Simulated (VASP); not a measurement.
Input of a VASP 6.6.1 run:

The input INCAR:

```
SYSTEM = Cu
PREC = Accurate ; ENCUT = 600
EDIFF = 1E-6 ; ISMEAR = 0
SIGMA = 0.1 ; LREAL = .False.
LASPH = .True. ; NELM = 80
ALGO = Fast ; ISIF = 3
LWAVE = .False. ; LCHARG = .False.
GGA = PE ; IBRION = 2
NSW = 70 ; EDIFFG = -0.008
PSTRESS = -30.0
```

The input KPOINTS:

```
regular mesh
0
Gamma
  20 20 20
  0 0 0
```

Contents of POSCAR:

```
Cu
1.0
   -1.4893319974      1.4893319974      1.3924587835
    1.4893319974     -1.4893319974      1.3924587835
    1.4893319974      1.4893319974     -1.3924587835
Cu
1
Direct
    0.0000000000      0.0000000000      0.0000000000
```

Potentials or basis: VASP PAW PBE potentials, release 64 (Cu).

The run is started by

```sh
$ cat potpaw_PBE.64/Cu/POTCAR > POTCAR
$ mpirun -np 1 vasp_std > vasp.out
```

Q: Predict the relaxed volume.

A: 12.37 Å³/atom.

Q: Predict the relaxed cell.

A: a = 2.526 Å, b = 2.526 Å, c = 2.526 Å, α = 107.70°, β = 107.70°, γ = 113.08°.

Final structure:
```
Cu
1.0
    -1.49010    1.49010    1.39277
     1.49010   -1.49010    1.39277
     1.49010    1.49010   -1.39277
Cu
1
Direct
  0.00000 0.00000 0.00000
```

Caveat: the cell is relaxed towards a set pressure, so the run minimises the enthalpy, not the energy.
